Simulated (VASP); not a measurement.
A run of VASP 6.6.1 is set up as follows.

Contents of POSCAR:

```
As
1.0
    3.5749013640      0.0000000000      0.0000000000
   -1.7874506820      3.0959553972      0.0000000000
    0.0000000000      0.0000000000     26.4156438000
As
2
Direct
    0.3333333333      0.6666666667      0.3206195636
    0.6666666667      0.3333333333      0.3724478490
```

INCAR.step1

```
SYSTEM = As
ALGO = Normal ; DIPOL = 0.5 0.5 0.347
EDIFF = 1E-5 ; ENCUT = 520
GGA = PE ; GGA_COMPAT = .False.
IDIPOL = 3 ; ISIF = 2
ISMEAR = 0 ; KPAR = 4
LASPH = .True. ; LCHARG = .False.
LDIPOL = .True. ; LNONCOLLINEAR = .True.
LORBIT = 11 ; LORBMOM = .True.
LREAL = .False. ; LSORBIT = .True.
LWAVE = .True. ; MAGMOM = 0 0 0 0 0 0
NBANDS = 22 ; NELM = 150
PREC = Accurate ; SIGMA = 0.01
```

Contents of INCAR.step2:

```
SYSTEM = As
ALGO = Normal ; DIPOL = 0.5 0.5 0.347
EDIFF = 1E-6 ; ENCUT = 520
GGA = PE ; GGA_COMPAT = .False.
HFSCREEN = 0.2079 ; IDIPOL = 3
ISIF = 2 ; ISMEAR = 0
ISTART = 1 ; KPAR = 4
LASPH = .True. ; LCHARG = .False.
LDIPOL = .True. ; LHFCALC = .True.
LNONCOLLINEAR = .True. ; LORBIT = 11
LORBMOM = .True. ; LREAL = .False.
LSORBIT = .True. ; LWAVE = .False.
MAGMOM = 0 0 0 0 0 0 ; NBANDS = 22
NELM = 150 ; PREC = Accurate
PRECFOCK = Normal ; SIGMA = 0.01
```

The input KPOINTS:

```
k-points
0
Gamma
  6 6 1
  0 0 0
```

Potentials or basis: VASP PAW PBE potentials, release 64 (As).

Launch:

```bash
$ cat potpaw_PBE.64/As/POTCAR > POTCAR
$ cp INCAR.step1 INCAR
$ mpirun -np 4 vasp_ncl > vasp.out
$ cp INCAR.step2 INCAR
$ mpirun -np 4 vasp_ncl > vasp.out
```

(1) What does it give for the net moment?

(2) Predict the largest force.

Results:

(1) 0.00 μB per cell.

(2) 0.083 eV/Å.

Caveat: the PAW data sets were made with another functional, which shifts forces and pressure a little.
